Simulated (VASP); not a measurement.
Set up this calculation in VASP 6.6.1, as the native input.

| Item | Value |
| --- | --- |
| Task | single point |
| Functional | PBE |
| Dispersion | D3(BJ) |
| Potentials or basis | VASP PAW PBE potentials, release 64 (S, W_sv) |
| Cutoff | 520 eV |
| k mesh | 9 × 9 × 1 |
| Occupations | gaussian, width 0.05 eV |
| Spin | no spin polarisation |
| Dipole correction | yes |
| Further INCAR settings | ALGO = Normal; EDIFF = 1e-06; NBANDS = 35 |

The structure of WS2 lies in POSCAR:

```
WS2
1.0
    3.1595457497      0.0000000000      0.0000000000
   -1.5797728749      2.7362468836      0.0000000000
    0.0000000000      0.0000000000     23.8042575719
S W
4 2
Direct
    0.3333333333      0.6666666667      0.1890418126
    0.3333333333      0.6666666667      0.3214605103
    0.6666666667      0.8333333333      0.4806757258
    0.6666666667      0.8333333333      0.6130944235
    0.6666666667      0.3333333333      0.2552511581
    0.3333333333      1.1666666667      0.5468850713
```

This cell differs from its parent crystal: layers slid over each other.

One way to write it, as run:

INCAR

```
PREC     = Accurate       # precision mode
ENCUT    = 520            # plane-wave cutoff, eV
EDIFF    = 1E-6           # SCF threshold, eV
ISMEAR   = 0              # smearing method
SIGMA    = 0.05           # smearing width, eV
LREAL    = False          # projectors in reciprocal space
LASPH    = True           # aspherical terms in the spheres
NELM     = 80             # most SCF steps
ALGO     = Normal         # electronic algorithm
ISIF     = 2              # what is computed and relaxed
LWAVE    = False          # write WAVECAR
LCHARG   = False          # write CHGCAR
LDIPOL   = True         
IDIPOL   = 3            
DIPOL    = 0.5 0.5 0.401
GGA      = PE             # functional
IVDW     = 12             # dispersion correction
NBANDS   = 35             # bands
```

KPOINTS

```
regular mesh
0
Gamma
  9 9 1
```

Potentials or basis: VASP PAW PBE potentials, release 64 (S, W_sv).

Run with:

```sh
$ cat potpaw_PBE.64/S/POTCAR potpaw_PBE.64/W_sv/POTCAR > POTCAR
$ mpirun -np 1 vasp_std > vasp.out
```

It gave:

```
Largest force              : 0.057 eV/Å
Band gap on the k mesh     : 1.85 eV (least direct gap 1.92 eV)
Dispersion energy per atom : -0.343 eV
```

Caveat: the cell differs from its parent crystal (layers slid over each other); spin-orbit coupling is left out, which moves the levels of the heavy elements.

Wall time 8.7 min on 1 thread of Intel Xeon 8259CL (shared host), peak memory 0.4 GiB.
